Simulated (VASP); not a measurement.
A run of VASP 6.6.1:

INCAR

```
PREC = Accurate
ENCUT = 520
EDIFF = 1E-7
ISMEAR = -1
SIGMA = 0.05
LREAL = F
LASPH = T
NELM = 150
ALGO = Fast
ISIF = 2
LWAVE = F
LCHARG = F
ISPIN = 2
MAGMOM = 2 2 2 2
LORBIT = 11
LMAXMIX = 4
GGA = PE
IVDW = 13
NBANDS = 30
```

File KPOINTS:

```
Automatic mesh
0
Gamma
  12 12 4
```

Contents of POSCAR:

```
Co
1.0
    2.4201280013      0.0000000000      0.0000000000
   -1.2100640007      2.0958923296      0.0000000000
    0.0000000000      0.0000000000      7.9231214745
Co
4
Direct
    0.6666666667      0.3333333333      0.7500000000
    0.0000000000      0.0000000000      0.5000000000
    0.3333333333      0.6666666667      0.2500000000
    0.0000000000      0.0000000000      0.0000000000
```

Potentials or basis: VASP PAW PBE potentials, release 64 (Co).

Run with:

```sh
$ cat potpaw_PBE.64/Co/POTCAR > POTCAR
$ mpirun -np 1 vasp_std > vasp.out
```

Hardware: 1 thread of Intel(R) Xeon(R) 6975P-C (Granite Rapids), with other jobs on the host.

Task: How long does it take, and how much memory?

Result: Wall time 90 s on 1 thread of Intel(R) Xeon(R) 6975P-C (Granite Rapids), on a shared host, peak memory 0.22 GiB. Counts: scf iterations 19, k points 57.
